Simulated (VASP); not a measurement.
# GdO (Pm-3m) in VASP: further runs, part 2 of 2

VASP 6.6.1.

### 3 Single point, PBE+U, collinear spin, ferromagnetic start (13.39 Å³/atom)

This run uses another cell than the first one, of 13.39 Å³/atom.

Contents of INCAR:

```
PREC = Accurate ; ENCUT = 520
EDIFF = 1E-6 ; ISMEAR = 0
SIGMA = 0.05 ; LREAL = F
LASPH = T ; NELM = 150
ALGO = Normal ; ISIF = 2
LWAVE = F ; LCHARG = F
ISPIN = 2 ; MAGMOM = 7.89 -0.03
LORBIT = 11 ; LMAXMIX = 6
LDAU = T ; LDAUTYPE = 2
LDAUL = 3 -1 ; LDAUU = 6 0
LDAUJ = 0 0 ; LDAUPRINT = 1
GGA = PE ; NBANDS = 23
```

Contents of KPOINTS:

```
regular mesh
0
Gamma
  10 10 10
```

Contents of POSCAR:

```
GdO
1.0
    2.9915352784      0.0000000000      0.0000000000
    0.0000000000      2.9915352784      0.0000000000
    0.0000000000      0.0000000000      2.9915352784
Gd O
1 1
Direct
    0.0000000000      0.0000000000      0.0000000000
    0.5000000000      0.5000000000      0.5000000000
```

Potentials or basis: VASP PAW PBE potentials, release 64 (Gd, O).

Started as:

```console
> cat potpaw_PBE.64/Gd/POTCAR potpaw_PBE.64/O/POTCAR > POTCAR
> mpirun -np 1 vasp_std > vasp.out
```

OUTCAR:

```text
PREC = Accurate
   ENCUT = 520
   EDIFF = 1E-6
   ISMEAR = 0
   LREAL = F
   LASPH = T
   NELM = 150
   ISIF = 2
   ISPIN = 2
   LORBIT = 11
   GGA = PE

 ion  position               nearest neighbor table
   1  0.000  0.000  0.000-   2 2.59   2 2.59   2 2.59   2 2.59   2 2.59   2 2.59   2 2.59   2 2.59

   2  0.500  0.500  0.500-   1 2.59   1 2.59   1 2.59   1 2.59   1 2.59   1 2.59   1 2.59   1 2.59

  LATTYP: Found a simple cubic cell.
 ALAT       =     2.9915352784

  Lattice vectors:

 A1 = (   2.9915352784,   0.0000000000,   0.0000000000)
 A2 = (   0.0000000000,   2.9915352784,   0.0000000000)
 A3 = (   0.0000000000,   0.0000000000,   2.9915352784)

Analysis of symmetry for initial positions (statically):
=====================================================================
 Subroutine PRICEL returns:
 Original cell was already a primitive cell.

 Routine SETGRP: Setting up the symmetry group for a
 simple cubic supercell.

 Subroutine GETGRP returns: Found 48 space group operations
 (whereof 48 operations were pure point group operations)
 out of a pool of 48 trial point group operations.

The static configuration has the point symmetry O_h .

Analysis of symmetry for dynamics (positions and initial velocities):
=====================================================================
 Subroutine PRICEL returns:
 Original cell was already a primitive cell.

 Routine SETGRP: Setting up the symmetry group for a
 simple cubic supercell.

 Subroutine GETGRP returns: Found 48 space group operations
[... 198 lines left out ...]
  o =  0.9909  v =  0.0000  0.0000 -0.0000  0.0000  0.7906 -0.0011  0.6124  0.0000  0.0000  0.0000  0.0000  0.0000  0.0000  0.0000      0.0000  0.0000  0.0000  0.0000  0.0000  0.0000  0.0000  0.0000  0.0000  0.0000  0.0000  0.0000  0.0000  0.0000
  o =  0.9966  v =  0.0000 -1.0000 -0.0000 -0.0000  0.0000 -0.0000  0.0000  0.0000  0.0000  0.0000  0.0000  0.0000  0.0000  0.0000      0.0000  0.0000  0.0000  0.0000  0.0000  0.0000  0.0000  0.0000  0.0000  0.0000  0.0000  0.0000  0.0000  0.0000

 number of electron      23.9999993 magnetization       7.5021823

 Free energy of the ion-electron system (eV)
  ---------------------------------------------------
  ext. energy  EPLUGINS =         0.00000000
  ---------------------------------------------------
  free energy    TOTEN  =       -20.60817031 eV

  energy without entropy =      -20.60731548  energy(sigma->0) =      -20.60774290

 E-fermi :   7.1849     XC(G=0): -12.4009

 val. band max:        7.1731278006   @ k =   0.5000   0.5000   0.0000
 cond. band min:       7.2032738202   @ k =   0.3000   0.2000   0.0000
 fundamental gap:      0.0301460195
 Fermi energy:         7.1848886383

 spin component 1

 k-point     1 :       0.0000    0.0000    0.0000
  band No.  band energies     occupation
      1     -39.2919      1.00000
      2     -15.8313      1.00000
      3     -15.8313      1.00000
      4     -15.8313      1.00000
      5     -13.1686      1.00000
      6      -1.5705      1.00000
[... 1241 lines left out ...]
     22      20.2928      0.00000
     23      22.9738      0.00000

 [... further k-points ...]

------------------------ aborting loop because EDIFF is reached ----------------------------------------

  FORCE on cell =-STRESS in cart. coord.  units (eV):
  Direction    XX          YY          ZZ          XY          YZ          ZX
  --------------------------------------------------------------------------------------
  -------------------------------------------------------------------------------------
  Total        0.9695185      0.9695185      0.9695185      0.0000000     -0.0000000     -0.0000000
  in kB       58.0208785     58.0208785     58.0208785      0.0000000     -0.0000000     -0.0000000
  external PRESSURE =      58.0208785 kB  Pullay stress =       0.0000000 kB

 VOLUME and BASIS-vectors are now :
 -----------------------------------------------------------------------------
  energy-cutoff  :      520.00
  volume of cell :       26.77
      direct lattice vectors                 reciprocal lattice vectors
     2.991535278  0.000000000  0.000000000     0.334276519  0.000000000  0.000000000
     0.000000000  2.991535278  0.000000000     0.000000000  0.334276519  0.000000000
     0.000000000  0.000000000  2.991535278     0.000000000  0.000000000  0.334276519

 POSITION                                       TOTAL-FORCE (eV/Angst)
 -----------------------------------------------------------------------------------
      0.00000      0.00000      0.00000         0.000000      0.000000      0.000000
      1.49577      1.49577      1.49577         0.000000      0.000000      0.000000
 -----------------------------------------------------------------------------------
    total drift:                                0.000000      0.000000     -0.000000

  FREE ENERGIE OF THE ION-ELECTRON SYSTEM (eV)
  ---------------------------------------------------
  free  energy   TOTEN  =       -20.6081703083 eV

  energy  without entropy=      -20.6073154848  energy(sigma->0) =      -20.60774290

 total charge

# of ion       s       p       d       f       tot
--------------------------------------------------
    1        2.023   5.595   0.806   6.969  15.393
    2        1.551   3.417   0.000   0.000   4.968
--------------------------------------------------
tot          3.575   9.011   0.806   6.969  20.361

 magnetization (x)

# of ion       s       p       d       f       tot
--------------------------------------------------
    1        0.005  -0.080   0.291   6.901   7.117
    2       -0.001  -0.043   0.000   0.000  -0.043
--------------------------------------------------
tot          0.004  -0.122   0.291   6.901   7.073
```

OSZICAR:

```text
N       E                     dE             d eps       ncg     rms          rms(c)
DAV:   1     0.146833165032E+03    0.14683E+03   -0.84703E+03  7300   0.557E+03
DAV:   2     0.607634212858E+00   -0.14623E+03   -0.12652E+03  7256   0.516E+02
DAV:   3    -0.149591582678E+02   -0.15567E+02   -0.15234E+02  7414   0.112E+02
DAV:   4    -0.170160327099E+02   -0.20569E+01   -0.20423E+01  9826   0.269E+01
DAV:   5    -0.170773650795E+02   -0.61332E-01   -0.61299E-01  7497   0.596E+00    0.351E+01
DAV:   6    -0.205814817786E+02   -0.35041E+01   -0.15791E+01  7365   0.151E+02    0.688E+01
DAV:   7    -0.205685764274E+02    0.12905E-01   -0.15628E+00  8184   0.150E+01    0.520E+01
DAV:   8    -0.205110785074E+02    0.57498E-01   -0.31498E-01  8446   0.148E+01    0.263E+01
DAV:   9    -0.205880382305E+02   -0.76960E-01   -0.24973E-01  7585   0.140E+01    0.646E+00
DAV:  10    -0.206071480628E+02   -0.19110E-01   -0.45598E-02  8059   0.309E+00    0.393E+00
DAV:  11    -0.206079181409E+02   -0.77008E-03   -0.54359E-03  8447   0.105E+00    0.131E+00
DAV:  12    -0.206081933513E+02   -0.27521E-03   -0.68371E-04  8997   0.489E-01    0.312E-01
DAV:  13    -0.206081705597E+02    0.22792E-04   -0.15106E-04  8852   0.151E-01    0.981E-02
DAV:  14    -0.206081697360E+02    0.82364E-06   -0.19991E-05  9113   0.687E-02    0.107E-01
DAV:  15    -0.206081703083E+02   -0.57228E-06   -0.36190E-06  7451   0.263E-02
   1 F= -.20608170E+02 E0= -.20607743E+02  d E =-.854824E-03  mag=     7.5020
```

Run time: 55 s. Hardware: 1 thread of Intel Xeon Platinum 8375C at 2.90GHz (Ice Lake), shared host; peak memory 0.19 GiB.

Results:

| Item | Value |
| --- | --- |
| Free energy | -20.6082 eV |
| Pressure | 5.8 GPa |
| Net moment | 7.50 μB per cell |
| Site moments | Gd +7.12; O -0.04 μB |
| Valence electrons inside the program's atomic spheres | Gd 15.39; O 4.97 |

Eigenvalues of the final occupation matrices:
```tsv
site	spin	trace	eigenvalues
site 1 f	1	6.94	0.99 0.99 0.99 0.99 0.99 0.99 1.00
site 1 f	2	0.04	0.00 0.00 0.00 0.00 0.00 0.00 0.01
```

Caveat: the cell stands under pressure; spin-orbit coupling is left out, which moves the levels of the heavy elements; a cell with one magnetic atom can't hold antiferromagnetic order, which such compounds often take. The state reached can hang on the start; a lower one may exist.

### 4 Single point, PBE+U, collinear spin, ferromagnetic start (13.66 Å³/atom)

This run uses another cell than the first one, of 13.66 Å³/atom.

Contents of INCAR:

```
SYSTEM = GdO
PREC = Accurate
ENCUT = 520
EDIFF = 1E-7
ISMEAR = 0
SIGMA = 0.05
LREAL = .False.
LASPH = .True.
NELM = 150
ALGO = Normal
ISIF = 2
LWAVE = .False.
LCHARG = .False.
ISPIN = 2
MAGMOM = 7.89 -0.03
LORBIT = 11
LMAXMIX = 6
LDAU = .True.
LDAUTYPE = 2
LDAUL = 3 -1
LDAUU = 6 0
LDAUJ = 0 0
LDAUPRINT = 1
GGA = PE
NBANDS = 23
```

Contents of KPOINTS:

```
Automatic mesh
0
Gamma
  10 10 10
  0 0 0
```

Contents of POSCAR:

```
GdO
1.0
    3.0121672082      0.0000000000      0.0000000000
    0.0000000000      3.0121672082      0.0000000000
    0.0000000000      0.0000000000      3.0121672082
Gd O
1 1
Direct
    0.0000000000      0.0000000000      0.0000000000
    0.5000000000      0.5000000000      0.5000000000
```

Started as:

```console
> cat potpaw_PBE.64/Gd/POTCAR potpaw_PBE.64/O/POTCAR > POTCAR
> mpirun -np 1 vasp_std > vasp.out
```

Run time: 62 s. Hardware: 1 thread of Intel Xeon Platinum 8375C at 2.90GHz (Ice Lake), shared host; peak memory 0.2 GiB.

Results (log left out):

| Quantity | Value |
| --- | --- |
| Free energy | -20.6232 eV |
| Pressure | 2.6 GPa |
| Net moment | 7.51 μB per cell |
| Site moments | Gd +7.12; O -0.04 μB |
| Valence electrons inside the program's atomic spheres | Gd 15.37; O 4.96 |

Levels at points of the mesh, in eV from the Fermi level:
Spin up:
| k point | band 12 | band 13 | band 14 | band 15 | band 16 | band 17 | band 18 | band 19 | band 20 | band 21 |
| --- | --- | --- | --- | --- | --- | --- | --- | --- | --- | --- |
| (0.00, 0.00, 0.00) | -8.70 | -4.20 | -4.20 | -4.20 | -3.04 | -3.04 | -0.01 | 5.70 | 5.70 | 5.70 |
| (0.50, 0.00, 0.00) | -8.59 | -7.90 | -5.13 | -5.13 | -1.96 | 2.59 | 4.60 | 4.60 | 6.31 | 6.82 |
| (0.50, 0.50, 0.00) | -8.57 | -5.50 | -5.50 | -4.05 | -1.52 | -0.40 | 2.44 | 2.44 | 8.43 | 10.66 |
| (0.50, 0.50, 0.50) | -8.65 | -7.84 | -7.84 | -7.84 | 3.85 | 3.85 | 3.85 | 8.76 | 8.76 | 9.80 |
Spin down:
| k point | band 6 | band 7 | band 8 | band 9 | band 10 | band 11 |
| --- | --- | --- | --- | --- | --- | --- |
| (0.00, 0.00, 0.00) | -4.34 | -4.34 | -4.34 | -1.69 | -1.69 | 1.09 |
| (0.50, 0.00, 0.00) | -7.55 | -5.07 | -5.07 | -0.43 | 1.88 | 2.23 |
| (0.50, 0.50, 0.00) | -5.49 | -5.49 | -4.40 | -0.03 | 0.50 | 2.31 |
| (0.50, 0.50, 0.50) | -7.63 | -7.63 | -7.63 | 2.46 | 2.46 | 2.46 |

Eigenvalues of the final occupation matrices:
```tsv
site	spin	trace	eigenvalues
site 1 f	1	6.94	0.99 0.99 0.99 0.99 0.99 0.99 1.00
site 1 f	2	0.03	0.00 0.00 0.00 0.00 0.00 0.00 0.01
```

Caveat: spin-orbit coupling is left out, which moves the levels of the heavy elements; a cell with one magnetic atom can't hold antiferromagnetic order, which such compounds often take. The state reached can hang on the start; a lower one may exist.

### 5 Single point, PBE+U, collinear spin, ferromagnetic start (13.94 Å³/atom)

This run uses another cell than the first one, of 13.94 Å³/atom.

Contents of INCAR:

```
  ALGO = Normal
  EDIFF = 1E-6
  ENCUT = 520
  GGA = PE
  ISIF = 2
  ISMEAR = 0
  ISPIN = 2
  LASPH = True
  LCHARG = True
  LDAU = True
  LDAUJ = 0 0
  LDAUL = 3 -1
  LDAUPRINT = 1
  LDAUTYPE = 2
  LDAUU = 6 0
  LELF = True
  LMAXMIX = 6
  LORBIT = 11
  LREAL = False
  LVHAR = True
  LWAVE = False
  MAGMOM = 7.9 -0.03
  NBANDS = 23
  NELM = 150
  PREC = Accurate
  SIGMA = 0.05
```

Contents of KPOINTS:

```
k-points
0
Gamma
  10 10 10
```

Contents of POSCAR:

```
GdO
1.0
    3.0325203067      0.0000000000      0.0000000000
    0.0000000000      3.0325203067      0.0000000000
    0.0000000000      0.0000000000      3.0325203067
Gd O
1 1
Direct
    0.0000000000      0.0000000000      0.0000000000
    0.5000000000      0.5000000000      0.5000000000
```

Started as:

```console
> cat potpaw_PBE.64/Gd/POTCAR potpaw_PBE.64/O/POTCAR > POTCAR
> mpirun -np 1 vasp_std > vasp.out
```

Wall time 58 s (1 thread of Intel Xeon Platinum 8375C at 2.90GHz (Ice Lake), shared host); peak memory 0.2 GiB.

Results (log left out):

```
Free energy                                           : -20.6281 eV
Pressure                                              : -0.2 GPa
Net moment                                            : 7.52 μB per cell
Site moments                                          : Gd +7.12; O -0.05 μB
Valence electrons inside the program's atomic spheres : Gd 15.36; O 4.95
```

Levels at points of the mesh, in eV from the Fermi level:
Spin up:
```tsv
k point	band 13	band 14	band 15	band 16	band 17	band 18	band 19	band 20
(0.00, 0.00, 0.00)	-4.17	-4.17	-4.17	-2.99	-2.99	-0.20	5.56	5.56
(0.50, 0.00, 0.00)	-7.81	-5.06	-5.06	-1.94	2.47	4.48	4.48	6.14
(0.50, 0.50, 0.00)	-5.47	-5.47	-4.01	-1.53	-0.43	2.38	2.38	8.20
(0.50, 0.50, 0.50)	-7.70	-7.70	-7.70	3.74	3.74	3.74	8.52	8.52
```
Spin down:
```tsv
k point	band 6	band 7	band 8	band 9	band 10	band 11
(0.00, 0.00, 0.00)	-4.31	-4.31	-4.31	-1.63	-1.63	0.90
(0.50, 0.00, 0.00)	-7.46	-5.00	-5.00	-0.40	1.86	2.19
(0.50, 0.50, 0.00)	-5.45	-5.45	-4.34	-0.05	0.47	2.26
(0.50, 0.50, 0.50)	-7.50	-7.50	-7.50	2.41	2.41	2.41
```

Eigenvalues of the final occupation matrices:
```
    site  spin  trace                         eigenvalues
site 1 f     1   6.94  0.99 0.99 0.99 0.99 0.99 0.99 1.00
site 1 f     2   0.03  0.00 0.00 0.00 0.00 0.00 0.00 0.01
```

Caveat: spin-orbit coupling is left out, which moves the levels of the heavy elements; a cell with one magnetic atom can't hold antiferromagnetic order, which such compounds often take. The state reached can hang on the start; a lower one may exist.

### 6 Single point, PBE+U, collinear spin, ferromagnetic start

This run uses another cell than the first one, of 13.94 Å³/atom.

Contents of INCAR:

```
PREC = Accurate ; ENCUT = 520
EDIFF = 1E-6 ; ISMEAR = 0
SIGMA = 0.05 ; LREAL = False
LASPH = True ; NELM = 150
ALGO = Normal ; ISIF = 2
LWAVE = False ; LCHARG = False
ISPIN = 2 ; MAGMOM = 0.5 0
LORBIT = 11 ; LMAXMIX = 6
LDAU = True ; LDAUTYPE = 2
LDAUL = 3 -1 ; LDAUU = 6 0
LDAUJ = 0 0 ; LDAUPRINT = 1
GGA = PE ; NBANDS = 23
```

Contents of KPOINTS:

```
regular mesh
0
Gamma
  10 10 10
```

POSCAR is that of step 5.

Potentials or basis: VASP PAW PBE potentials, release 64 (Gd, O).

Started as:

```console
> cat potpaw_PBE.64/Gd/POTCAR potpaw_PBE.64/O/POTCAR > POTCAR
> mpirun -np 1 vasp_std > vasp.out
```

It took 60 s on 1 thread of Intel Xeon Platinum 8375C at 2.90GHz (Ice Lake), shared host; peak memory 0.2 GiB.

It converged, with:

| Quantity | Value |
| --- | --- |
| Free energy | -20.6281 eV |
| Pressure | -0.2 GPa |
| Net moment | 7.52 μB per cell |
| Site moments | Gd +7.12; O -0.05 μB |
| Valence electrons inside the program's atomic spheres | Gd 15.36; O 4.95 |

Levels at points of the mesh, in eV from the Fermi level:
Spin up:
| k point | band 13 | band 14 | band 15 | band 16 | band 17 | band 18 | band 19 | band 20 |
| --- | --- | --- | --- | --- | --- | --- | --- | --- |
| (0.00, 0.00, 0.00) | -4.17 | -4.17 | -4.17 | -2.99 | -2.99 | -0.20 | 5.56 | 5.56 |
| (0.50, 0.00, 0.00) | -7.81 | -5.06 | -5.06 | -1.94 | 2.47 | 4.48 | 4.48 | 6.14 |
| (0.50, 0.50, 0.00) | -5.47 | -5.47 | -4.01 | -1.53 | -0.43 | 2.38 | 2.38 | 8.20 |
| (0.50, 0.50, 0.50) | -7.70 | -7.70 | -7.70 | 3.74 | 3.74 | 3.74 | 8.52 | 8.52 |
Spin down:
```
           k point  band 6  band 7  band 8  band 9  band 10  band 11
(0.00, 0.00, 0.00)   -4.31   -4.31   -4.31   -1.63    -1.63     0.90
(0.50, 0.00, 0.00)   -7.46   -5.00   -5.00   -0.41     1.86     2.19
(0.50, 0.50, 0.00)   -5.45   -5.45   -4.34   -0.05     0.47     2.26
(0.50, 0.50, 0.50)   -7.50   -7.50   -7.50    2.41     2.41     2.41
```

Eigenvalues of the final occupation matrices:
```csv
site,spin,trace,eigenvalues
site 1 f,1,6.94,0.99 0.99 0.99 0.99 0.99 0.99 1.00
site 1 f,2,0.03,0.00 0.00 0.00 0.00 0.00 0.00 0.01
```

Caveat: spin-orbit coupling is left out, which moves the levels of the heavy elements; a cell with one magnetic atom can't hold antiferromagnetic order, which such compounds often take. The state reached can hang on the start; a lower one may exist.

### 7 Overview

```csv
cell,gap on the mesh (eV),pressure (GPa),moment (μB)
"a = 2.976 Å, 2 atoms",none,8.4,7.49
"a = 2.992 Å, 2 atoms",none,5.8,7.50
"a = 3.012 Å, 2 atoms",none,2.6,7.51
"a = 3.033 Å, 2 atoms",none,-0.2,7.52
```

Alike in all rows: task single point; level PBE+U; potentials or basis VASP PAW PBE potentials, release 64 (Gd, O); spin collinear, ferromagnetic start; Gd f U = 6.0 eV; k mesh 10 × 10 × 10; cutoff (eV) 520; smearing gaussian 0.05 eV.

Caveats: spin-orbit coupling is left out, which moves the levels of the heavy elements; a cell with one magnetic atom can't hold antiferromagnetic order, which such compounds often take; the cell stands under pressure (at least some runs).

Absolute energies hang on the potentials; compare differences alone.

The gap in the log of VASP goes by the Fermi energy; the results here count the filled bands.